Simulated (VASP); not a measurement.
A run of VASP 6.6.1:

Contents of INCAR:

```
PREC = Accurate
ENCUT = 520
EDIFF = 1E-6
ISMEAR = -1
SIGMA = 0.05
LREAL = False
LASPH = True
NELM = 60
ALGO = Normal
ISIF = 2
LWAVE = False
LCHARG = False
GGA = B5
ALDAX = 1.0
AGGAX = 1.0
AGGAC = 1.0
ALDAC = 0.0
IVDW = 12
VDW_S6 = 1.0
VDW_S8 = 2.6996
VDW_A1 = 0.4298
VDW_A2 = 4.2359
NBANDS = 16
```

Contents of KPOINTS:

```
Automatic mesh
0
Gamma
  9 9 9
```

The input POSCAR:

```
ZnS
1.0
    0.0000000000      2.7549938462      2.7549938462
    2.7549938462      0.0000000000      2.7549938462
    2.7549938462      2.7549938462      0.0000000000
Zn S
1 1
Direct
    0.7500000000      0.7500000000      0.7500000000
    0.0000000000      0.0000000000      0.0000000000
```

Potentials or basis: VASP PAW PBE potentials, release 64 (Zn, S).

Launch:

```console
$ cat potpaw_PBE.64/Zn/POTCAR potpaw_PBE.64/S/POTCAR > POTCAR
$ mpirun -np 1 vasp_std > vasp.out
```

Hardware: 1 thread of AMD EPYC 9R45 96-Core Processor (Zen 5) (shared host).

Problem. How long does it take, and how much memory?

Solution. Wall time 19 s on 1 thread of AMD EPYC 9R45 96-Core Processor (Zen 5) (shared host), peak memory 0.15 GiB. Counts: scf iterations 12, k points 35.
